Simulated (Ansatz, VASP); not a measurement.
# NbSb: VASP beside Ansatz

```xyz
2
Lattice="3.6311 0.0000 0.0000 -1.8156 3.1446 0.0000 0.0000 0.0000 3.8509" Properties=species:S:1:pos:R:3 pbc="T T T"
Nb    0.0000    0.0000    0.0000
Sb    0.0000    2.0964    1.9255
```

Change from the starting cell: volume scaled by 1.03, PAW files.

Alike in both runs: task electric field gradients; functional PBE; k mesh 11 × 11 × 10; occupations fermi-dirac, width 0.05 eV; no spin polarisation.

```csv
,VASP,Ansatz
version,VASP 6.6.1,Ansatz 0.2.0
potentials or method,"VASP PAW PBE potentials, release 64 (Nb_sv, Sb)","PAW with Ansatz's default frozen-core files, scalar-relativistic"
plane-wave cutoff (eV),520,420
valence electrons in the cell,18,28
```

```csv
,VASP,Ansatz,Ansatz less VASP
pressure (GPa),-3.8,-3.6,+0.21
"traceless stress, the component that is largest in VASP (GPa)",-0.79,-0.79,+0.003
size of Vzz on the site where it differs most (V/Å²),68.5,65.6,-2.89
```

The functional is the same, so the differences come from potentials, cutoffs and numerics. VASP's potentials hold 18 valence electrons a cell and Ansatz's 28, so a difference there can come from the potentials and not from the codes.

Neither program's run includes spin-orbit coupling.
